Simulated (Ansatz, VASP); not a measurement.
## ScS4 in VASP and in Ansatz

```
Sc S
1.0
     5.44834    0.00000    0.00000
     0.00000    5.44834    0.00000
     0.00000    0.00000    6.87746
Sc S
2 8
Cartesian
  0.0000 0.0000 1.6841
  0.0000 0.0000 5.1228
  0.7131 1.9619 -0.0350
  3.4865 0.7131 -0.0350
  4.7352 3.4865 -0.0350
  1.9619 4.7352 -0.0350
  4.7352 1.9619 3.4037
  1.9619 0.7131 3.4037
  0.7131 3.4865 3.4037
  3.4865 4.7352 3.4037
```

Change from the starting cell: species swapped into the TaTe4 type (P4cc, No. 103).

Alike in both runs: functional PBE; k mesh 3 × 3 × 3; occupations gaussian, width 0.2 eV; no spin polarisation.

Ansatz relaxed the structure, and its values are those at the end. VASP's run is a single point on that final structure, the one shown.

|  | VASP | Ansatz |
| --- | --- | --- |
| version | VASP 6.6.1 | Ansatz 0.2.0 |
| potentials or method | VASP PAW PBE potentials, release 64 (Sc_sv, S), cutoff 520 eV | scalar-relativistic, plane waves, PAW |
| valence electrons in the cell | 70 | 70 |

|  | VASP | Ansatz | Ansatz less VASP |
| --- | --- | --- | --- |
| gap on the k mesh at the Fermi level (eV) | none | none | - |
| pressure (GPa) | -0.2 | 0.0 | +0.17 |
| rms of the force components (eV/Å) | 0.059 | 0.002 | -0.0572 |

A gap of «none» marks a metal or a gap that the smearing closes. The functional is the same, so the differences come from potentials, cutoffs and numerics.

The k mesh is coarse, so the values compare programs but aren't converged.
